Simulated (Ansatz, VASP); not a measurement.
## One calculation of BaTiO3, two programs

```
CELL_PARAMETERS angstrom
3.96724 0.00000 0.00000
0.00000 3.96724 0.00000
0.00000 0.00000 3.96724
ATOMIC_POSITIONS crystal
Ba 0.50000 0.50000 0.50000
Ti 0.00000 0.00000 0.00000
O 0.50000 0.00000 0.00000
O 0.00000 0.50000 0.00000
O 0.00000 0.00000 0.50000
```

Alike in both runs: task single point; functional r2SCAN; k mesh 6 × 6 × 6; occupations gaussian, width 0.05 eV; no spin polarisation.

```csv
,VASP,Ansatz
version,VASP 6.6.1,Ansatz 0.2.0
potentials or method,"VASP PAW PBE potentials, release 64 (Ba_sv, Ti_sv, O_h), cutoff 1480 eV","scalar-relativistic, plane waves, PAW"
valence electrons in the cell,40,40
```

```tsv
	VASP	Ansatz	Ansatz less VASP
gap on the k mesh at the Fermi level (eV)	2.21	2.22	+0.018
least direct gap on the mesh (eV)	2.33	2.31	-0.024
pressure (GPa)	5.9	3.8	-2.09
```

VASP's potentials were made for PBE, not for r2SCAN.

Spin-orbit coupling is off throughout.
